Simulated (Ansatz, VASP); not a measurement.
# Two plane-wave programs on SrO

INCAR

```
PREC     = Accurate       # precision mode
ENCUT    = 520            # plane-wave cutoff, eV
EDIFF    = 1E-6           # SCF threshold, eV
ISMEAR   = 0              # smearing method
SIGMA    = 0.05           # smearing width, eV
LREAL    = False          # projectors in reciprocal space
LASPH    = True           # aspherical terms in the spheres
NELM     = 100            # most SCF steps
ALGO     = Normal         # electronic algorithm
ISIF     = 2              # what is computed and relaxed
LWAVE    = False          # write WAVECAR
LCHARG   = False          # write CHGCAR
GGA      = CA             # functional
NBANDS   = 24             # bands
```

File KPOINTS:

```
Automatic mesh
0
Gamma
  9 9 8
```

File POSCAR:

```
SrO
1.0
    0.0000000000     -2.5321850030     -2.5321850030
   -2.5321850030      0.0000000000     -2.5321850030
    2.5321850030      2.5321850030     -5.0643700061
Sr O
2 2
Direct
   -0.0008166432     -0.0008166432     -0.0008166432
    0.4991833568      0.4991833568      0.4991833568
    0.7544724220      0.7544724220      0.7544724220
    0.2544724220      0.2544724220      0.2544724220
```

Input for Ansatz:

```yaml
crystal:
  lattice:
    - [0.0, -2.532185003, -2.532185003]
    - [-2.532185003, 0.0, -2.532185003]
    - [2.532185003, 2.532185003, -5.0643700061]
  atoms:
    - { symbol: Sr, position: [-0.0008166432, -0.0008166432, -0.0008166432] }
    - { symbol: Sr, position: [0.4991833568, 0.4991833568, 0.4991833568] }
    - { symbol: O, position: [0.754472422, 0.754472422, 0.754472422] }
    - { symbol: O, position: [0.254472422, 0.254472422, 0.254472422] }
basis:
  ecutwfc: 520.0
kpoints:
  mp_grid: { grid: [9, 9, 8] }
hamiltonian:
  xc: lda
  pseudopotentials: { kind: paw }
scf:
  occupations: { method: gaussian, width: 0.05 }
output:
  forces: true
  stress: true
  eigenvalues: true
  write_density: true
  write_potential: true
  elf: true
  volumetric_format: npy
```

Change from the starting cell: mode 8 frozen in at -0.045 Å, equal normal strain along x, y and z +0.0000.

Alike in both runs: task single point; functional LDA; k mesh 9 × 9 × 8; occupations gaussian, width 0.05 eV; no spin polarisation.

|  | VASP | Ansatz |
| --- | --- | --- |
| version | VASP 6.6.1 | Ansatz 0.2.0 |
| potentials or method | VASP PAW LDA potentials, release 64 (Sr_sv, O), cutoff 520 eV | scalar-relativistic, plane waves, PAW |
| valence electrons in the cell | 32 | 32 |

VASP gave:

| Property | Result |
| --- | --- |
| gap on the k mesh at the Fermi level (eV) | 3.14 |
| least direct gap on the mesh (eV) | 3.19 |
| pressure (GPa) | 0.9 |
| traceless stress, the component that is largest in VASP (GPa) | 0.27 |
| rms of the force components (eV/Å) | 0.080 |

Problem. Estimate Ansatz's values.

Solution. gap on the k mesh at the Fermi level (eV): 3.20; least direct gap on the mesh (eV): 3.25; pressure (GPa): 0.1; traceless stress, the component that is largest in VASP (GPa): 0.26; rms of the force components (eV/Å): 0.074.

LDA's correlation is that of Perdew and Zunger in VASP and of Perdew and Wang (1992) in Ansatz. Atom by atom the forces differ by 0.006 eV/Å (rms over components).
